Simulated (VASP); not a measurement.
A run of VASP 6.6.1 is set up as follows.

INCAR

```
PREC = Accurate ; ENCUT = 600
EDIFF = 1E-6 ; ISMEAR = 0
SIGMA = 0.1 ; LREAL = False
LASPH = True ; NELM = 60
ALGO = Normal ; ISIF = 8
LWAVE = False ; LCHARG = False
GGA = PS ; IBRION = 2
NSW = 80 ; EDIFFG = -0.02
```

File KPOINTS:

```
regular mesh
0
Gamma
  8 8 6
```

The input POSCAR:

```
ZrAu
1.0
    3.1656557200      0.0000000000      0.0000000000
    0.0000000000      3.1656557200      0.0000000000
    0.0000000000      0.0000000000      3.9175442800
Zr Au
1 1
Direct
    0.0000000000      0.0000000000      0.0000000000
    0.5000000000      0.5000000000      0.5000000000
```

Potentials or basis: VASP PAW PBE potentials, release 64 (Zr_sv, Au).

Run with:

```bash
$ cat potpaw_PBE.64/Zr_sv/POTCAR potpaw_PBE.64/Au/POTCAR > POTCAR
$ mpirun -np 1 vasp_std > vasp.out
```

Q: Estimate the space group after relaxing (to 0.05 Å).

A: P4/mmm (No. 123).

Q: What does it give for the relaxed cell?

A: a = 3.137 Å, b = 3.137 Å, c = 3.882 Å, α = 90.00°, β = 90.00°, γ = 90.00°.

Final structure:
```yaml
crystal:
  lattice:
    - [3.13702, 0.00000, 0.00000]
    - [0.00000, 3.13702, 0.00000]
    - [0.00000, 0.00000, 3.88211]
  atoms:
    - { symbol: Zr, position: [0.00000, 0.00000, 0.00000] }
    - { symbol: Au, position: [0.50000, 0.50000, 0.50000] }
```
